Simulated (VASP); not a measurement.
TaN: single point with r2SCAN

Crystal: TaN.

```
CELL_PARAMETERS angstrom
5.10300 0.00000 0.00000
-2.55150 4.41933 0.00000
0.00000 0.00000 2.85870
ATOMIC_POSITIONS crystal
Ta 0.00000 0.00000 0.00000
Ta 0.33333 0.66667 0.50000
Ta 0.66667 0.33333 0.50000
N 0.50000 0.00000 0.00000
N 0.50000 0.50000 0.00000
N 0.00000 0.50000 0.00000
```

```
Program                : VASP 6.6.1
Task                   : single point
Functional             : r2SCAN
Potentials or basis    : VASP PAW PBE potentials, release 64 (Ta_pv, N)
Cutoff                 : 520 eV
k mesh                 : 5 × 5 × 8
Occupations            : gaussian, width 0.1 eV
Spin                   : no spin polarisation
Dipole correction      : no
Further INCAR settings : ALGO = Normal; EDIFF = 1e-06; NBANDS = 33
```

```json
{
  "Pressure": "26.7 GPa",
  "Band gap on the k mesh": "zero (band 24 reaches 9.89 eV, above the bottom of band 25 at 7.49 eV)"
}
```

Stress tensor (GPa, compression positive):
```
24.66  0.00  0.00
 0.00 24.66  0.00
 0.00  0.00 30.79
```

Levels at points of the mesh, in eV from the Fermi level:
```tsv
k point	band 22	band 23	band 24	band 25	band 26	band 27
(0.00, 0.00, 0.00)	-2.94	-2.33	-1.32	-1.32	0.90	0.90
(0.00, 0.00, 0.50)	-3.58	-2.28	1.08	1.08	1.49	2.34
```

Run time: 100 s on 1 thread of Intel(R) Xeon(R) 6975P-C (Granite Rapids) (shared host), peak memory 0.21 GiB.

Caveat: the PAW data sets were made with another functional, which shifts forces and pressure a little; spin-orbit coupling is left out, which moves the levels of the heavy elements.
